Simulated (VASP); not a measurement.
# Er2AlAs3 (P-4m2) in VASP: single point with PBE

Aim: the single point of Er2AlAs3 with PBE.

Everything below comes from runs of VASP 6.6.1. Logs are shortened: lines on timing, memory, paths and dates and some standing lists are left out, and cuts for length are marked.

**1. The cell of the first run**

It takes space group P-4m2 (No. 115, tetragonal). The conventional cell has a = 4.009 Å, b = 4.009 Å, c = 7.934 Å, α = 90.00°, β = 90.00°, γ = 90.00°. Er (site symmetry 2mm) has 7 As at 2.84 to 3.20 Å and 2 Al at 3.20 Å within 3.7 Å. Within 3.7 Å of Al (site symmetry -4m2) lie 8 As at 2.83 to 3.25 Å and 4 Er at 3.20 Å. As (site symmetry -4m2) has 4 Al at 2.83 Å and 4 Er at 3.20 Å and 4 As at 3.25 Å within 3.7 Å. Within 3.7 Å of As (site symmetry 2mm) lie 5 Er at 2.84 to 2.88 Å and 2 Al at 3.25 Å and 2 As at 3.25 Å.

The cell was generated, and may not be a known phase.

**2. Single point, PBE**

Contents of INCAR:

```
ALGO = All
EDIFF = 1E-6
ENCUT = 690
GGA = PE
GGA_COMPAT = False
ISEARCH = 1
ISIF = 2
ISMEAR = 0
KPAR = 4
LASPH = True
LCHARG = False
LMAXMIX = 6
LREAL = False
LWAVE = False
NBANDS = 40
NELM = 300
PREC = Accurate
SIGMA = 0.1
```

Contents of KPOINTS:

```
k-points
0
Gamma
  4 4 2
```

Contents of POSCAR:

```
Er2AlAs3
1.0
    4.0088131266      0.0000000000      0.0000000000
    0.0000000000      4.0088131266      0.0000000000
    0.0000000000      0.0000000000      7.9342457506
Er Al As
2 1 3
Direct
    0.0000000000      0.5000000000      0.6851447819
    0.5000000000      0.0000000000      0.3148552181
    0.0000000000      0.0000000000      0.0000000000
    0.5000000000      0.5000000000      0.0000000000
    0.0000000000      0.5000000000      0.3225018382
    0.5000000000      0.0000000000      0.6774981618
```

Potentials or basis: VASP PAW PBE potentials, release 64 (Er, Al, As).

Command:

```console
$ cat potpaw_PBE.64/Er/POTCAR potpaw_PBE.64/Al/POTCAR potpaw_PBE.64/As/POTCAR > POTCAR
$ mpirun -np 4 vasp_std > vasp.out
```

OUTCAR:

```text
EDIFF = 1E-6
   ENCUT = 690
   GGA = PE
   ISIF = 2
   ISMEAR = 0
   LASPH = True
   LREAL = False
   NELM = 300
   PREC = Accurate

 ion  position               nearest neighbor table
   1  0.000  0.500  0.685-   6 2.84   6 2.84   6 2.84   6 2.84   5 2.88   3 3.20   4 3.20   4 3.20
                             3 3.20
   2  0.500  0.000  0.315-   5 2.84   5 2.84   5 2.84   5 2.84   6 2.88   3 3.20   3 3.20   4 3.20
                             4 3.20
   3  0.000  0.000  0.000-   4 2.83   4 2.83   4 2.83   4 2.83   2 3.20   2 3.20   1 3.20   1 3.20

   4  0.500  0.500  0.000-   3 2.83   3 2.83   3 2.83   3 2.83   2 3.20   1 3.20   1 3.20   2 3.20

   5  0.000  0.500  0.323-   2 2.84   2 2.84   2 2.84   2 2.84   1 2.88
   6  0.500  0.000  0.677-   1 2.84   1 2.84   1 2.84   1 2.84   2 2.88

  LATTYP: Found a simple tetragonal cell.
 ALAT       =     4.0088131266
 C/A-ratio  =     1.9792007011

  Lattice vectors:

 A1 = (   4.0088131266,   0.0000000000,   0.0000000000)
 A2 = (   0.0000000000,   4.0088131266,   0.0000000000)
 A3 = (   0.0000000000,   0.0000000000,   7.9342457506)

Analysis of symmetry for initial positions (statically):
=====================================================================
 Subroutine PRICEL returns:
 Original cell was already a primitive cell.

 Routine SETGRP: Setting up the symmetry group for a
 simple tetragonal supercell.

 Subroutine GETGRP returns: Found  8 space group operations
 (whereof  8 operations were pure point group operations)
 out of a pool of 16 trial point group operations.

The static configuration has the point symmetry D_2d.

Analysis of symmetry for dynamics (positions and initial velocities):
=====================================================================
 Subroutine PRICEL returns:
 Original cell was already a primitive cell.

 Routine SETGRP: Setting up the symmetry group for a
 simple tetragonal supercell.

 Subroutine GETGRP returns: Found  8 space group operations
 (whereof  8 operations were pure point group operations)
 out of a pool of 16 trial point group operations.

The dynamic configuration has the point symmetry D_2d.

 Subroutine INISYM returns: Found  8 space group operations
 (whereof  8 operations are pure point group operations),
 and found     1 'primitive' translations

----------------------------------------------------------------------------------------

                                     Primitive cell

  volume of cell :     127.5080

  direct lattice vectors                    reciprocal lattice vectors
     4.008813127  0.000000000  0.000000000     0.249450391  0.000000000  0.000000000
     0.000000000  4.008813127  0.000000000     0.000000000  0.249450391  0.000000000
     0.000000000  0.000000000  7.934245751     0.000000000  0.000000000  0.126035925

  length of vectors
     4.008813127  4.008813127  7.934245751     0.249450391  0.249450391  0.126035925

  position of ions in fractional coordinates (direct lattice)
     0.000000000  0.500000000  0.685144782
     0.500000000  0.000000000  0.314855218
     0.000000000  0.000000000  0.000000000
     0.500000000  0.500000000  0.000000000
     0.000000000  0.500000000  0.322501838
     0.500000000  0.000000000  0.677498162

  ion indices of the primitive-cell ions
   primitive index   ion index
                 1           1
                 2           2
                 3           3
                 4           4
                 5           5
                 6           6

----------------------------------------------------------------------------------------

 KPOINTS: k-points

Automatic generation of k-mesh.
 Grid dimensions read from file:
 generate k-points for:    4    4    2

 Generating k-lattice:

  Cartesian coordinates                     Fractional coordinates (reciprocal lattice)
     0.062362598  0.000000000  0.000000000     0.250000000  0.000000000  0.000000000
     0.000000000  0.062362598  0.000000000     0.000000000  0.250000000  0.000000000
     0.000000000  0.000000000  0.063017962     0.000000000  0.000000000  0.500000000

  Length of vectors
     0.062362598  0.062362598  0.063017962

  Shift w.r.t. Gamma in fractional coordinates (k-lattice)
     0.000000000  0.000000000  0.000000000

 Subroutine IBZKPT returns following result:
 ===========================================

 Found     12 irreducible k-points:

 Following reciprocal coordinates:
            Coordinates               Weight
  0.000000  0.000000  0.000000      1.000000
  0.250000  0.000000  0.000000      4.000000
  0.500000  0.000000  0.000000      2.000000
  0.250000  0.250000  0.000000      4.000000
  0.500000  0.250000  0.000000      4.000000
  0.500000  0.500000  0.000000      1.000000
  0.000000  0.000000  0.500000      1.000000
  0.250000  0.000000  0.500000      4.000000
  0.500000  0.000000  0.500000      2.000000
  0.250000  0.250000  0.500000      4.000000
  0.500000  0.250000  0.500000      4.000000
  0.500000  0.500000  0.500000      1.000000
   k-points           NKPTS =     12   k-points in BZ     NKDIM =     12   number of bands    NBANDS=     40
   number of dos      NEDOS =    301   number of ions     NIONS =      6
   total plane-waves  NPLWV =  90720
   dimension x,y,z NGX =    36 NGY =   36 NGZ =   70
   dimension x,y,z NGXF=    72 NGYF=   72 NGZF=  140
   ions per type =               2   1   3
   NGX,Y,Z   is equivalent  to a cutoff of  14.93, 14.93, 14.67 a.u.
   NGXF,Y,Z  is equivalent  to a cutoff of  29.86, 29.86, 29.33 a.u.
 SYSTEM =  unknown system
   PREC   = accura    normal or accurate (medium, high low for compatibility)
   ISTART =      0    job   : 0-new  1-cont  2-samecut
   ICHARG =      2    charge: 1-file 2-atom 10-const
   ISPIN  =      1    spin polarized calculation?
   LNONCOLLINEAR =      F non collinear calculations
   LSORBIT =      F    spin-orbit coupling
   LASPH  =      T    aspherical Exc in radial PAW
   ENCUT  =  690.0 eV  50.71 Ry    7.12 a.u.   8.59  8.59 16.99*2*pi/ulx,y,z
   NELM   =    300;   NELMIN=  2; NELMDL= -5     # of ELM steps
   EDIFF  = 0.1E-05   stopping-criterion for ELM
   LREAL  =      F    real-space projection
   EDIFFG = 0.1E-04   stopping-criterion for IOM
   NSW    =      0    number of steps for IOM
   IBRION =     -1    ionic relax: 0-MD 1-quasi-New 2-CG
   NFREE  =      0    steps in history (QN), initial steepest desc. (CG)
   ISIF   =      2    stress and relaxation
   ISYM   =      2    0-nonsym 1-usesym 2-fastsym
   POTIM  = 0.5000    time-step for ionic-motion
   TEBEG  =    0.0;   TEEND  =   0.0 temperature during run
   PSTRESS=    0.0 pullay stress
   NELECT =      62.0000    total number of electrons
   NUPDOWN=      -1.0000    fix difference up-down
   EMIN   =  10.00;   EMAX   =-10.00  energy-range for DOS
   EFERMI =   0.00;   METHOD = LEGACY
   ISMEAR =     0;   SIGMA  =   0.10  broadening in eV -4-tet -1-fermi 0-gaus
   EFERMI_NEDOS =   21; number of points for ismear=-14 and -15
   IALGO  =     58    algorithm
   IMIX   =      4    mixing-type and parameters
     AMIX     =   0.40;   BMIX     =  1.00
     AMIX_MAG =   1.60;   BMIX_MAG =  1.00
  volume/ion in A,a.u.               =      21.25       143.41
  Fermi-wavevector in a.u.,A,eV,Ry     =   1.287339  2.432718 22.548147  1.657242
  Thomas-Fermi vector in A             =   2.419359
   LORBIT       =      0    0 simple, 1 ext, 2 COOP (PROOUT), +10 PAW based schemes
   GGA     = PE    functional components
   LHFCALC =     F    Hartree Fock is set to
   AEXX    =    0.0000 exact exchange contribution
   IVDW    =     0    specifies the selected vdW correction
   LEPSILON=     F    determine dielectric tensor
   LRPA    =     F    only Hartree local field effects (RPA)
 non-spin polarized calculation
 Gauss-broadening in eV      SIGMA  =   0.10
  energy-cutoff  :      690.00
  volume of cell :      127.51
 maximum number of plane-waves:      5276
 NGX is ok and might be reduce to    36
   NGX = 17   NGY = 17   NGZ = 33

 number of electron      62.0000009 magnetization

 Free energy of the ion-electron system (eV)
  ---------------------------------------------------
  ext. energy  EPLUGINS =         0.00000000
  ---------------------------------------------------
  free energy    TOTEN  =       -30.19132951 eV

  energy without entropy =      -29.97602559  energy(sigma->0) =      -30.08367755

 E-fermi :   4.4645     XC(G=0): -10.6240

 val. band max:        4.4285995857   @ k =   0.2500   0.0000   0.5000
 cond. band min:       4.4675672127   @ k =   0.5000   0.0000   0.0000
 fundamental gap:      0.0389676271
 Fermi energy:         4.4644626109

 k-point     1 :       0.0000    0.0000    0.0000
  band No.  band energies     occupation
      1     -43.2329      2.00000
      2     -43.2280      2.00000
      3     -17.6621      2.00000
      4     -17.5536      2.00000
      5     -17.5437      2.00000
      6     -17.5437      2.00000
[... 32 lines left out ...]
     39       8.5134      0.00000
     40       8.7220      0.00000

 k-point     2 :       0.2500    0.0000    0.0000
  band No.  band energies     occupation
      1     -43.2306      2.00000
      2     -43.2271      2.00000
      3     -17.6580      2.00000
      4     -17.6400      2.00000
      5     -17.5761      2.00000
      6     -17.5413      2.00000
[... 32 lines left out ...]
     39       8.3662      0.00000
     40       8.6157      0.00000

 k-point     3 :       0.5000    0.0000    0.0000
  band No.  band energies     occupation
      1     -43.2273      2.00000
      2     -43.2273      2.00000
      3     -17.7144      2.00000
      4     -17.7087      2.00000
      5     -17.5694      2.00000
      6     -17.5678      2.00000
[... 337 lines left out ...]
  band No.  band energies     occupation
      1     -43.2256      2.00000
      2     -43.2256      2.00000
      3     -17.6875      2.00000
      4     -17.6822      2.00000
      5     -17.5791      2.00000
      6     -17.5763      2.00000
[... 32 lines left out ...]
     39       9.6924      0.00000
     40      10.1208      0.00000

 k-point    12 :       0.5000    0.5000    0.5000
  band No.  band energies     occupation
      1     -43.2239      2.00000
      2     -43.2239      2.00000
      3     -17.6731      2.00000
      4     -17.6657      2.00000
      5     -17.6198      2.00000
      6     -17.6140      2.00000
[... 32 lines left out ...]
     39       9.5906      0.00000
     40       9.7789      0.00000

------------------------ aborting loop because EDIFF is reached ----------------------------------------

  FORCE on cell =-STRESS in cart. coord.  units (eV):
  Direction    XX          YY          ZZ          XY          YZ          ZX
  --------------------------------------------------------------------------------------
  -------------------------------------------------------------------------------------
  Total       -0.8057581     -0.8057581     -0.3156576      0.0000000     -0.0000000      0.0000000
  in kB      -10.1246024    -10.1246024     -3.9663369      0.0000000     -0.0000000      0.0000000
  external PRESSURE =      -8.0718472 kB  Pullay stress =       0.0000000 kB

 VOLUME and BASIS-vectors are now :
 -----------------------------------------------------------------------------
  energy-cutoff  :      690.00
  volume of cell :      127.51
      direct lattice vectors                 reciprocal lattice vectors
     4.008813127  0.000000000  0.000000000     0.249450391  0.000000000  0.000000000
     0.000000000  4.008813127  0.000000000     0.000000000  0.249450391  0.000000000
     0.000000000  0.000000000  7.934245751     0.000000000  0.000000000  0.126035925

 POSITION                                       TOTAL-FORCE (eV/Angst)
 -----------------------------------------------------------------------------------
      0.00000      2.00441      5.43611        -0.000000      0.000000      0.212259
      2.00441      0.00000      2.49814         0.000000     -0.000000     -0.212259
      0.00000      0.00000      0.00000        -0.000000      0.000000      0.000000
      2.00441      2.00441      0.00000        -0.000000     -0.000000      0.000000
      0.00000      2.00441      2.55881        -0.000000      0.000000     -0.090794
      2.00441      0.00000      5.37544        -0.000000      0.000000      0.090794
 -----------------------------------------------------------------------------------
    total drift:                                0.000000      0.000000      0.000000

  FREE ENERGIE OF THE ION-ELECTRON SYSTEM (eV)
  ---------------------------------------------------
  free  energy   TOTEN  =       -30.1913295057 eV

  energy  without entropy=      -29.9760202471  energy(sigma->0) =      -30.08367488
```

Wall time 7 min (4 MPI ranks of Intel Xeon Platinum 8259CL at 2.50GHz (Skylake/Cascade Lake), shared host); peak memory 0.42 GiB.

What came out:

```yaml
Free_energy: -30.1913 eV
Pressure: -0.8 GPa
Largest_force: 0.212 eV/Å
Band_gap_on_the_k_mesh: zero (bands 31 and 32 overlap by 0.50 eV)
```

Forces in eV/Å, atoms in the order of the input:
```
Er   0.000  0.000  0.212
Er   0.000  0.000 -0.212
Al   0.000  0.000  0.000
As   0.000  0.000  0.000
As   0.000  0.000 -0.091
As   0.000  0.000  0.091
```

Stress tensor (GPa, compression positive):
```
-1.01  0.00  0.00
 0.00 -1.01  0.00
 0.00  0.00 -0.40
```

Caveat: the k points lie up to 0.40 Å⁻¹ apart, too coarse for converged energies and pressures of a metal; spin-orbit coupling is left out, which moves the levels of the heavy elements; semilocal functionals describe open f shells poorly, which spoils levels, moments and volumes. Spin polarisation is off, so any magnetic state and its effect on volume and gap are missing.

The gap in the log of VASP goes by the Fermi energy; the results here count the filled bands.